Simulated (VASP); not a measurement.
A run of VASP 6.6.1 is set up as follows.

The input INCAR:

```
PREC = Accurate ; ENCUT = 520
EDIFF = 1E-6 ; ISMEAR = 0
SIGMA = 0.05 ; LREAL = F
LASPH = T ; NELM = 60
ALGO = Normal ; ISIF = 2
LWAVE = F ; LCHARG = F
GGA = PE ; NBANDS = 16
```

Contents of KPOINTS:

```
Automatic mesh
0
Gamma
  12 12 12
```

Contents of POSCAR:

```
MnS
1.0
    0.0000000000      2.3440500000      2.3440500000
    2.3440500000      0.0000000000      2.3440500000
    2.3440500000      2.3440500000      0.0000000000
Mn S
1 1
Direct
    0.0000000000      0.0000000000      0.0000000000
    0.5000000000      0.5000000000      0.5000000000
```

Potentials or basis: VASP PAW PBE potentials, release 64 (Mn_pv, S).

The run is started by

```console
$ cat potpaw_PBE.64/Mn_pv/POTCAR potpaw_PBE.64/S/POTCAR > POTCAR
$ mpirun -np 1 vasp_std > vasp.out
```

Q: What does it give for the pressure?

A: 0.6 GPa.

Caveat: the run has no spin polarisation, though such a crystal can be magnetic; semilocal functionals often make such compounds metallic where correlation or magnetic order opens a gap, which also shifts bond lengths. Spin polarisation is off, so any magnetic state and its effect on volume and gap are missing.
